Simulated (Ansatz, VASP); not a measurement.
**ZrO2 in VASP and in Ansatz**

```
Zr O
1.0
     0.00000    2.55795    2.55795
     2.55795    0.00000    2.55795
     2.55795    2.55795    0.00000
Zr O
1 2
Direct
  0.00000 0.00000 0.00000
  0.25000 0.25000 0.25000
  0.75000 0.75000 0.75000
```

Alike in both runs: task relaxation of cell and atoms; functional PBE; k mesh 8 × 8 × 8; no spin polarisation.

|  | VASP | Ansatz |
| --- | --- | --- |
| version | VASP 6.6.1 | Ansatz 0.2.0 |
| potentials or method | VASP PAW PBE potentials, release 64 (Zr_sv, O), cutoff 600 eV | scalar-relativistic, plane waves, PAW |
| occupations | gaussian, width 0.01 eV | fixed |
| valence electrons in the cell | 24 | 24 |

```tsv
	VASP	Ansatz	Ansatz less VASP
gap on the k mesh at the Fermi level, each at its own relaxed structure (eV)	3.31	3.32	+0.006
relaxed volume (Å³/atom)	11.16	11.16	-0.003
relaxed length of the cell vector where the two differ most in proportion (Å)	3.618	3.617	-0.0004
```
